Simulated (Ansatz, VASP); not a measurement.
Si: VASP beside Ansatz

```
CELL_PARAMETERS angstrom
2.62054 0.00000 0.00000
-1.31027 2.26946 0.00000
0.00000 0.00000 2.46635
ATOMIC_POSITIONS crystal
Si 0.00000 0.00000 0.00000
```

Alike in both runs: task electric field gradients; functional PBE; k mesh 12 × 12 × 11; occupations fermi-dirac, width 0.05 eV; no spin polarisation.

|  | VASP | Ansatz |
| --- | --- | --- |
| version | VASP 6.6.1 | Ansatz 0.2.0 |
| potentials or method | VASP PAW PBE potentials, release 64 (Si), cutoff 400 eV | all-electron PAW datasets made for the crystal |

|  | VASP | Ansatz | Ansatz less VASP |
| --- | --- | --- | --- |
| gap on the k mesh at the Fermi level (eV) | none | none | - |
| pressure (GPa) | 3.0 | 3.1 | +0.08 |
| traceless stress, the component that is largest in VASP (GPa) | 2.88 | 2.89 | +0.004 |
| size of Vzz on the site where it differs most (V/Å²) | 32.6 | 32.8 | +0.24 |

A gap of «none» marks a metal or a gap that the smearing closes. Ansatz ran all-electron here, and VASP with PAW potentials.
